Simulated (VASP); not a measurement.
# Na2BiWO6 (Fm-3m) in VASP: single point with PBE

Aim: the single point of Na2BiWO6 with PBE.

Everything below comes from runs of VASP 6.6.1. Logs are shortened: lines on timing, memory, paths and dates and some standing lists are left out, and cuts for length are marked.

## Step 1: The cell of the first run

The structure is cubic, space group Fm-3m (No. 225). The conventional cell has a = 8.303 Å, b = 8.303 Å, c = 8.303 Å, α = 90.00°, β = 90.00°, γ = 90.00°. Within 3.9 Å of Na (site symmetry -43m) lie 12 O at 2.94 Å and 4 Bi at 3.60 Å and 4 W at 3.60 Å. Bi (site symmetry m-3m) has 6 O at 2.21 Å within 2.9 Å. W (site symmetry m-3m) has 6 O at 1.94 Å within 2.6 Å. O (site symmetry 4mm) has 1 W at 1.94 Å and 1 Bi at 2.21 Å within 2.6 Å.

## Step 2: Single point, PBE

The input, INCAR:

```
  PREC = Accurate
  ENCUT = 520
  EDIFF = 1E-7
  ISMEAR = 0
  SIGMA = 0.1
  LREAL = F
  LASPH = T
  NELM = 100
  ALGO = Normal
  ISIF = 2
  LWAVE = F
  LCHARG = F
  GGA = PE
  NBANDS = 50
```

The input, KPOINTS:

```
regular mesh
0
Gamma
  6 6 6
```

The input, POSCAR:

```
Na2BiWO6
1.0
    0.0000000000      4.1517123100      4.1517123100
    4.1517123100      0.0000000000      4.1517123100
    4.1517123100      4.1517123100      0.0000000000
Na Bi W O
2 1 1 6
Direct
    0.2500000000      0.2500000000      0.2500000000
    0.7500000000      0.7500000000      0.7500000000
    0.0000000000      0.0000000000      0.0000000000
    0.5000000000      0.5000000000      0.5000000000
    0.7336750300      0.2663249700      0.2663249700
    0.2663249700      0.7336750300      0.7336750300
    0.2663249700      0.7336750300      0.2663249700
    0.7336750300      0.2663249700      0.7336750300
    0.2663249700      0.2663249700      0.7336750300
    0.7336750300      0.7336750300      0.2663249700
```

Potentials or basis: VASP PAW PBE potentials, release 64 (Na_pv, Bi_d, W_sv, O).

Run with:

```console
$ cat potpaw_PBE.64/Na_pv/POTCAR potpaw_PBE.64/Bi_d/POTCAR potpaw_PBE.64/W_sv/POTCAR potpaw_PBE.64/O/POTCAR > POTCAR
$ mpirun -np 1 vasp_std > vasp.out
```

OUTCAR:

```text
PREC = Accurate
   ENCUT = 520
   EDIFF = 1E-7
   ISMEAR = 0
   LREAL = F
   LASPH = T
   NELM = 100
   ISIF = 2
   GGA = PE

 ion  position               nearest neighbor table
   1  0.250  0.250  0.250-
   2  0.750  0.750  0.750-
   3  0.000  0.000  0.000-   5 2.21   6 2.21   7 2.21   8 2.21   9 2.21  10 2.21
   4  0.500  0.500  0.500-   5 1.94   6 1.94   7 1.94   8 1.94   9 1.94  10 1.94
   5  0.734  0.266  0.266-   4 1.94   3 2.21
   6  0.266  0.734  0.734-   4 1.94   3 2.21
   7  0.266  0.734  0.266-   4 1.94   3 2.21
   8  0.734  0.266  0.734-   4 1.94   3 2.21
   9  0.266  0.266  0.734-   4 1.94   3 2.21
  10  0.734  0.734  0.266-   4 1.94   3 2.21

  LATTYP: Found a face centered cubic cell.
 ALAT       =     8.3034246200

  Lattice vectors:

 A1 = (   0.0000000000,   4.1517123100,   4.1517123100)
 A2 = (   4.1517123100,   0.0000000000,   4.1517123100)
 A3 = (   4.1517123100,   4.1517123100,   0.0000000000)

Analysis of symmetry for initial positions (statically):
=====================================================================
 Subroutine PRICEL returns:
 Original cell was already a primitive cell.

 Routine SETGRP: Setting up the symmetry group for a
 face centered cubic supercell.

 Subroutine GETGRP returns: Found 48 space group operations
 (whereof 48 operations were pure point group operations)
 out of a pool of 48 trial point group operations.

The static configuration has the point symmetry O_h .

Analysis of symmetry for dynamics (positions and initial velocities):
=====================================================================
 Subroutine PRICEL returns:
 Original cell was already a primitive cell.

 Routine SETGRP: Setting up the symmetry group for a
 face centered cubic supercell.

 Subroutine GETGRP returns: Found 48 space group operations
 (whereof 48 operations were pure point group operations)
 out of a pool of 48 trial point group operations.

The dynamic configuration has the point symmetry O_h .

 Subroutine INISYM returns: Found 48 space group operations
 (whereof 48 operations are pure point group operations),
 and found     1 'primitive' translations

----------------------------------------------------------------------------------------

                                     Primitive cell

  volume of cell :     143.1238

  direct lattice vectors                    reciprocal lattice vectors
     0.000000000  4.151712310  4.151712310    -0.120432237  0.120432237  0.120432237
     4.151712310  0.000000000  4.151712310     0.120432237 -0.120432237  0.120432237
     4.151712310  4.151712310  0.000000000     0.120432237  0.120432237 -0.120432237

  length of vectors
     5.871407856  5.871407856  5.871407856     0.208594753  0.208594753  0.208594753

  position of ions in fractional coordinates (direct lattice)
     0.250000000  0.250000000  0.250000000
     0.750000000  0.750000000  0.750000000
     0.000000000  0.000000000  0.000000000
     0.500000000  0.500000000  0.500000000
     0.733675030  0.266324970  0.266324970
     0.266324970  0.733675030  0.733675030
     0.266324970  0.733675030  0.266324970
     0.733675030  0.266324970  0.733675030
     0.266324970  0.266324970  0.733675030
     0.733675030  0.733675030  0.266324970

  ion indices of the primitive-cell ions
   primitive index   ion index
                 1           1
                 2           2
                 3           3
                 4           4
                 5           5
                 6           6
                 7           7
                 8           8
                 9           9
                10          10

----------------------------------------------------------------------------------------

 KPOINTS: regular mesh

Automatic generation of k-mesh.
 Grid dimensions read from file:
 generate k-points for:    6    6    6

 Generating k-lattice:

  Cartesian coordinates                     Fractional coordinates (reciprocal lattice)
    -0.020072039  0.020072039  0.020072039     0.166666667  0.000000000  0.000000000
     0.020072039 -0.020072039  0.020072039     0.000000000  0.166666667  0.000000000
     0.020072039  0.020072039 -0.020072039     0.000000000  0.000000000  0.166666667

  Length of vectors
     0.034765792  0.034765792  0.034765792

  Shift w.r.t. Gamma in fractional coordinates (k-lattice)
     0.000000000  0.000000000  0.000000000

 Subroutine IBZKPT returns following result:
 ===========================================

 Found     16 irreducible k-points:

 Following reciprocal coordinates:
            Coordinates               Weight
  0.000000  0.000000  0.000000      1.000000
  0.166667  0.000000  0.000000      8.000000
  0.333333  0.000000  0.000000      8.000000
  0.500000  0.000000  0.000000      4.000000
  0.166667  0.166667  0.000000      6.000000
  0.333333  0.166667  0.000000     24.000000
[... 8 lines left out ...]
 -0.333333  0.333333  0.166667     24.000000
 -0.333333  0.500000  0.166667     12.000000
   k-points           NKPTS =     16   k-points in BZ     NKDIM =     16   number of bands    NBANDS=     50
   number of dos      NEDOS =    301   number of ions     NIONS =     10
   total plane-waves  NPLWV = 110592
   dimension x,y,z NGX =    48 NGY =   48 NGZ =   48
   dimension x,y,z NGXF=    96 NGYF=   96 NGZF=   96
   ions per type =               2   1   1   6
   NGX,Y,Z   is equivalent  to a cutoff of  13.59, 13.59, 13.59 a.u.
   NGXF,Y,Z  is equivalent  to a cutoff of  27.18, 27.18, 27.18 a.u.
 SYSTEM =  unknown system
   PREC   = accura    normal or accurate (medium, high low for compatibility)
   ISTART =      0    job   : 0-new  1-cont  2-samecut
   ICHARG =      2    charge: 1-file 2-atom 10-const
   ISPIN  =      1    spin polarized calculation?
   LNONCOLLINEAR =      F non collinear calculations
   LSORBIT =      F    spin-orbit coupling
   LASPH  =      T    aspherical Exc in radial PAW
   ENCUT  =  520.0 eV  38.22 Ry    6.18 a.u.  10.92 10.92 10.92*2*pi/ulx,y,z
   NELM   =    100;   NELMIN=  2; NELMDL= -5     # of ELM steps
   EDIFF  = 0.1E-06   stopping-criterion for ELM
   LREAL  =      F    real-space projection
   EDIFFG = 0.1E-05   stopping-criterion for IOM
   NSW    =      0    number of steps for IOM
   IBRION =     -1    ionic relax: 0-MD 1-quasi-New 2-CG
   NFREE  =      0    steps in history (QN), initial steepest desc. (CG)
   ISIF   =      2    stress and relaxation
   ISYM   =      2    0-nonsym 1-usesym 2-fastsym
   POTIM  = 0.5000    time-step for ionic-motion
   TEBEG  =    0.0;   TEEND  =   0.0 temperature during run
   PSTRESS=    0.0 pullay stress
   NELECT =      79.0000    total number of electrons
   NUPDOWN=      -1.0000    fix difference up-down
   EMIN   =  10.00;   EMAX   =-10.00  energy-range for DOS
   EFERMI =   0.00;   METHOD = LEGACY
   ISMEAR =     0;   SIGMA  =   0.10  broadening in eV -4-tet -1-fermi 0-gaus
   EFERMI_NEDOS =   21; number of points for ismear=-14 and -15
   IALGO  =     38    algorithm
   IMIX   =      4    mixing-type and parameters
     AMIX     =   0.40;   BMIX     =  1.00
     AMIX_MAG =   1.60;   BMIX_MAG =  1.00
  volume/ion in A,a.u.               =      14.31        96.58
  Fermi-wavevector in a.u.,A,eV,Ry     =   1.342909  2.537730 24.536812  1.803405
  Thomas-Fermi vector in A             =   2.471025
   LORBIT       =      0    0 simple, 1 ext, 2 COOP (PROOUT), +10 PAW based schemes
   GGA     = PE    functional components
   LHFCALC =     F    Hartree Fock is set to
   AEXX    =    0.0000 exact exchange contribution
   IVDW    =     0    specifies the selected vdW correction
   LEPSILON=     F    determine dielectric tensor
   LRPA    =     F    only Hartree local field effects (RPA)
 non-spin polarized calculation
 Gauss-broadening in eV      SIGMA  =   0.10
  energy-cutoff  :      520.00
  volume of cell :      143.12
 maximum number of plane-waves:      3892
 NGX is ok and might be reduce to    48
   NGX = 21   NGY = 21   NGZ = 21

 number of electron      78.9999988 magnetization

 Free energy of the ion-electron system (eV)
  ---------------------------------------------------
  ext. energy  EPLUGINS =         0.00000000
  ---------------------------------------------------
  free energy    TOTEN  =       -65.67253174 eV

  energy without entropy =      -65.66020877  energy(sigma->0) =      -65.66637026

 E-fermi :   3.1407     XC(G=0):  -9.7691

 val. band max:        3.0975769283   @ k =   0.5000   0.3333   0.1667
 cond. band min:       3.2677226323   @ k =   0.3333   0.1667   0.0000
 fundamental gap:      0.1701457040
 Fermi energy:         3.1407194253

 k-point     1 :       0.0000    0.0000    0.0000
  band No.  band energies     occupation
      1     -72.2483      2.00000
      2     -36.3955      2.00000
      3     -36.3955      2.00000
      4     -36.3955      2.00000
      5     -19.8204      2.00000
      6     -19.8204      2.00000
[... 42 lines left out ...]
     49      11.2704      0.00000
     50      11.2704      0.00000

 k-point     2 :       0.1667    0.0000    0.0000
  band No.  band energies     occupation
      1     -72.2483      2.00000
      2     -36.3955      2.00000
      3     -36.3955      2.00000
      4     -36.3955      2.00000
      5     -19.8200      2.00000
      6     -19.8200      2.00000
[... 42 lines left out ...]
     49      11.6607      0.00000
     50      11.6607      0.00000

 k-point     3 :       0.3333    0.0000    0.0000
  band No.  band energies     occupation
      1     -72.2483      2.00000
      2     -36.3956      2.00000
      3     -36.3955      2.00000
      4     -36.3955      2.00000
      5     -19.8194      2.00000
      6     -19.8191      2.00000
[... 678 lines left out ...]
     49      11.4156      0.00000
     50      11.6278      0.00000

 k-point    16 :      -0.3333    0.5000    0.1667
  band No.  band energies     occupation
      1     -72.2483      2.00000
      2     -36.3956      2.00000
      3     -36.3956      2.00000
      4     -36.3955      2.00000
      5     -19.8254      2.00000
      6     -19.8225      2.00000
[... 42 lines left out ...]
     49      11.1609      0.00000
     50      11.4517      0.00000

------------------------ aborting loop because EDIFF is reached ----------------------------------------

  FORCE on cell =-STRESS in cart. coord.  units (eV):
  Direction    XX          YY          ZZ          XY          YZ          ZX
  --------------------------------------------------------------------------------------
  -------------------------------------------------------------------------------------
  Total       -1.7523000     -1.7523000     -1.7523000     -0.0000000      0.0000000      0.0000000
  in kB      -19.6158577    -19.6158577    -19.6158577     -0.0000000      0.0000000      0.0000000
  external PRESSURE =     -19.6158577 kB  Pullay stress =       0.0000000 kB

 VOLUME and BASIS-vectors are now :
 -----------------------------------------------------------------------------
  energy-cutoff  :      520.00
  volume of cell :      143.12
      direct lattice vectors                 reciprocal lattice vectors
     0.000000000  4.151712310  4.151712310    -0.120432237  0.120432237  0.120432237
     4.151712310  0.000000000  4.151712310     0.120432237 -0.120432237  0.120432237
     4.151712310  4.151712310  0.000000000     0.120432237  0.120432237 -0.120432237

 POSITION                                       TOTAL-FORCE (eV/Angst)
 -----------------------------------------------------------------------------------
      2.07586      2.07586      2.07586         0.000000      0.000000      0.000000
      6.22757      6.22757      6.22757        -0.000000      0.000000     -0.000000
      0.00000      0.00000      0.00000        -0.000000      0.000000     -0.000000
      4.15171      4.15171      4.15171        -0.000000     -0.000000      0.000000
      2.21141      4.15171      4.15171         0.419225      0.000000      0.000000
      6.09202      4.15171      4.15171        -0.419225      0.000000      0.000000
      4.15171      2.21141      4.15171         0.000000      0.419225      0.000000
      4.15171      6.09202      4.15171         0.000000     -0.419225      0.000000
      4.15171      4.15171      2.21141         0.000000      0.000000      0.419225
      4.15171      4.15171      6.09202         0.000000      0.000000     -0.419225
 -----------------------------------------------------------------------------------
    total drift:                                0.000000      0.000000      0.000000

  FREE ENERGIE OF THE ION-ELECTRON SYSTEM (eV)
  ---------------------------------------------------
  free  energy   TOTEN  =       -65.6725317430 eV

  energy  without entropy=      -65.6602087685  energy(sigma->0) =      -65.66637026
```

Run time: 4 min. Hardware: 1 thread of AMD EPYC 7R43 (Zen 3), shared host; peak memory 0.34 GiB.

What came out:

- Free energy: -65.6725 eV
- Pressure: -2.0 GPa
- Largest force: 0.419 eV/Å
- Band gap on the k mesh: zero (an odd number of electrons rules out a gap without spin polarisation)

Forces on the atoms (eV/Å):
```
Na   0.000  0.000  0.000
Na   0.000  0.000  0.000
Bi   0.000  0.000  0.000
W    0.000  0.000  0.000
O    0.419  0.000  0.000
O   -0.419  0.000  0.000
O    0.000  0.419  0.000
O    0.000 -0.419  0.000
O    0.000  0.000  0.419
O    0.000  0.000 -0.419
```

Caveat: spin-orbit coupling is left out, which moves the levels of the heavy elements; an odd number of electrons without spin polarisation forces a metal; a magnetic or distorted state may lie lower.
